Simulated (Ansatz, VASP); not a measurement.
# Rh: VASP beside Ansatz

POSCAR

```
Rh
1.0
    0.0000000000      1.8807596914      1.8807596914
    1.8807596914      0.0000000000      1.8807596914
    1.8807596914      1.8807596914      0.0000000000
Rh
1
Direct
    0.0000000000      0.0000000000      0.0000000000
```

File INCAR.step1:

```
PREC     = Accurate       # precision mode
ENCUT    = 680            # plane-wave cutoff, eV
ISMEAR   = 0              # smearing method
SIGMA    = 0.1            # smearing width, eV
LREAL    = F              # projectors in reciprocal space
LASPH    = T              # aspherical terms in the spheres
NELM     = 120            # most SCF steps
NBANDS   = 14             # bands
GGA      = PE             # functional
ALGO     = Normal         # electronic algorithm
EDIFF    = 1E-5           # SCF threshold, eV
LWAVE    = T              # write WAVECAR
LCHARG   = F              # write CHGCAR
GGA_COMPAT= F
```

Contents of INCAR.step2:

```
PREC     = Accurate       # precision mode
ENCUT    = 680            # plane-wave cutoff, eV
EDIFF    = 1E-6           # SCF threshold, eV
ISMEAR   = 0              # smearing method
SIGMA    = 0.1            # smearing width, eV
LREAL    = F              # projectors in reciprocal space
LASPH    = T              # aspherical terms in the spheres
NELM     = 120            # most SCF steps
ALGO     = Normal         # electronic algorithm
ISIF     = 2              # what is computed and relaxed
LWAVE    = F              # write WAVECAR
LCHARG   = F              # write CHGCAR
METAGGA  = R2SCAN         # meta-GGA
LMIXTAU  = T            
NBANDS   = 14             # bands
ISTART   = 1            
GGA_COMPAT= F
```

KPOINTS

```
Automatic mesh
0
Gamma
  18 18 18
```

Input for Ansatz:

```yaml
crystal:
  lattice:
    - [0.0, 1.8807596914, 1.8807596914]
    - [1.8807596914, 0.0, 1.8807596914]
    - [1.8807596914, 1.8807596914, 0.0]
  atoms:
    - { symbol: Rh, position: [0.0, 0.0, 0.0] }
basis:
  ecutwfc: 500
kpoints:
  mp_grid: { grid: [18, 18, 18] }
hamiltonian:
  xc: r2scan
scf:
  occupations: { method: gaussian, width: 0.1 }
output:
  forces: true
  stress: true
  eigenvalues: true
```

Alike in both runs: task single point; functional r2SCAN; k mesh 18 × 18 × 18; occupations gaussian, width 0.1 eV; no spin polarisation.

|  | VASP | Ansatz |
| --- | --- | --- |
| version | VASP 6.6.1 | Ansatz 0.2.0 |
| potentials or method | VASP PAW PBE potentials, release 64 (Rh_sv_GW), cutoff 680 eV | scalar-relativistic, plane waves, PAW |
| valence electrons in the cell | 17 | 17 |

|  | VASP | Ansatz | Ansatz less VASP |
| --- | --- | --- | --- |
| gap on the k mesh at the Fermi level (eV) | none | none | - |
| pressure (GPa) | 9.3 | 9.3 | -0.05 |

VASP's potentials were made for PBE, not for r2SCAN. A gap of «none» marks a metal or a gap that the smearing closes. With one functional, cell and mesh, what is left measures potentials, basis and numerics.
